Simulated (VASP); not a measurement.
Write the native input for VASP 6.6.1 that does the following.

```yaml
Task: electric field gradients
Functional: LDA
Potentials_or_basis: VASP PAW LDA potentials, release 64 (Hf_pv, O)
Cutoff: 520 eV
k_mesh: 9 × 9 × 9
Occupations: fermi-dirac, width 0.01 eV
Spin: no spin polarisation
Dipole_correction: no
Further_INCAR_settings: ALGO = Normal; EDIFF = 1e-08; NBANDS = 18
```

The structure of HfO2 lies in POSCAR:

```
HfO2
1.0
    0.0000000000      2.5052914730      2.5052914730
    2.5052914730      0.0000000000      2.5052914730
    2.5052914730      2.5052914730      0.0000000000
Hf O
1 2
Direct
    0.0000000000      0.0000000000      0.0000000000
    0.2500000000      0.2500000000      0.2500000000
    0.7500000000      0.7500000000      0.7500000000
```

This cell differs from its parent crystal: volume scaled by 0.94.

These files were run (other wordings do the same):

INCAR

```
  PREC = Accurate
  ENCUT = 520
  EDIFF = 1E-8
  ISMEAR = -1
  SIGMA = 0.01
  LREAL = False
  LASPH = True
  NELM = 100
  ALGO = Normal
  ISIF = 2
  LWAVE = False
  LCHARG = False
  GGA = CA
  LEFG = True
  NBANDS = 18
```

KPOINTS

```
regular mesh
0
Gamma
  9 9 9
```

Potentials or basis: VASP PAW LDA potentials, release 64 (Hf_pv, O).

Launch:

```bash
$ cat potpaw_LDA.64/Hf_pv/POTCAR potpaw_LDA.64/O/POTCAR > POTCAR
$ mpirun -np 1 vasp_std > vasp.out
```

Results of the run:

The pressure is -4.8 GPa and the band gap on the k mesh is 3.81 eV, indirect (least direct gap 3.93 eV).

Caveat: without QUAD_EFG the Cq values of the log hold for a quadrupole moment of 1 mb, not for the nuclei; spin-orbit coupling is left out, which moves the levels of the heavy elements.

Run time: 39 s on 1 thread of AMD EPYC 7R13, on a shared host, peak memory 0.12 GiB.
